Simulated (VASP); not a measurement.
Input of a VASP 6.6.1 run:

The input INCAR:

```
SYSTEM = KF
PREC = Accurate
ENCUT = 520
EDIFF = 1E-6
ISMEAR = 0
SIGMA = 0.05
LREAL = .False.
LASPH = .True.
NELM = 100
ALGO = Normal
ISIF = 2
LWAVE = .False.
LCHARG = .False.
GGA = PE
NBANDS = 15
```

Contents of KPOINTS:

```
regular mesh
0
Gamma
  8 8 8
  0 0 0
```

File POSCAR:

```
KF
1.0
    0.3354479764      2.8513077996      2.8513077996
    2.8513077996      0.3354479764      2.8513077996
    2.8513077996      2.8513077996      0.3354479764
K F
1 1
Direct
    0.0000000000      0.0000000000      0.0000000000
    0.5000000000      0.5000000000      0.5000000000
```

Potentials or basis: VASP PAW PBE potentials, release 64 (K_sv, F).

Run with:

```sh
$ cat potpaw_PBE.64/K_sv/POTCAR potpaw_PBE.64/F/POTCAR > POTCAR
$ mpirun -np 1 vasp_std > vasp.out
```

Problem. Predict the band gap on the k mesh.

Solution. 5.88 eV, direct.

Problem. Predict the pressure.

Solution. 0.8 GPa.

Stress tensor (GPa, compression positive):
```
 0.79 -2.30 -2.30
-2.30  0.79 -2.30
-2.30 -2.30  0.79
```

 A k mesh can miss the band edges.
